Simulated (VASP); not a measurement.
Write the native input for VASP 6.6.1 that does the following.

```
Task                   : single point
Functional             : PBEsol
Potentials or basis    : VASP PAW PBE potentials, release 64 (Hf_pv, N)
Cutoff                 : 520 eV
k mesh                 : 14 × 14 × 10
Occupations            : gaussian, width 0.15 eV
Spin                   : no spin polarisation
Dipole correction      : no
Further INCAR settings : ALGO = Normal; EDIFF = 1e-06; NBANDS = 23
```

The structure of HfN lies in POSCAR:

```
HfN
1.0
    0.0000000000     -2.2508000098     -2.2508000098
    0.0000000000      2.2508000098     -2.2508000098
    4.5016000196      0.0000000000      0.0000000000
Hf N
2 2
Direct
    0.5045194771      0.4954805229      0.5000000000
   -0.0045194771      0.0045194771      0.0000000000
    0.4924637355      0.5075362645      0.0000000000
    0.0075362645     -0.0075362645      0.5000000000
```

This cell differs from its parent crystal: mode 4 frozen in at -0.021 Å and mode 11 at +0.022 Å (largest displacements).

The input as run:

INCAR

```
SYSTEM = HfN
ALGO     = Normal         ! electronic algorithm
EDIFF    = 1E-6           ! SCF threshold, eV
ENCUT    = 520            ! plane-wave cutoff, eV
GGA      = PS             ! functional
ISIF     = 2              ! what is computed and relaxed
ISMEAR   = 0              ! smearing method
LASPH    = .True.         ! aspherical terms in the spheres
LCHARG   = .False.        ! write CHGCAR
LREAL    = .False.        ! projectors in reciprocal space
LWAVE    = .False.        ! write WAVECAR
NBANDS   = 23             ! bands
NELM     = 80             ! most SCF steps
PREC     = Accurate       ! precision mode
SIGMA    = 0.15           ! smearing width, eV
```

KPOINTS

```
k-points
0
Gamma
  14 14 10
  0 0 0
```

Potentials or basis: VASP PAW PBE potentials, release 64 (Hf_pv, N).

Launch:

```sh
$ cat potpaw_PBE.64/Hf_pv/POTCAR potpaw_PBE.64/N/POTCAR > POTCAR
$ mpirun -np 1 vasp_std > vasp.out
```

It gave:

```yaml
Pressure: -2.1 GPa
Largest_force: 0.312 eV/Å
Band_gap_on_the_k_mesh: zero (band 15 reaches 11.64 eV, above the bottom of band 16 at 4.80 eV)
```

Caveat: the cell differs from its parent crystal (mode 4 frozen in at -0.021 Å and mode 11 at +0.022 Å (largest displacements)); the PAW data sets were made with another functional, which shifts forces and pressure a little; spin-orbit coupling is left out, which moves the levels of the heavy elements.

It took 4.1 min on 1 thread of Intel(R) Xeon(R) Platinum 8259CL CPU @ 2.50GHz (Skylake/Cascade Lake), on a shared host, peak memory 0.4 GiB.
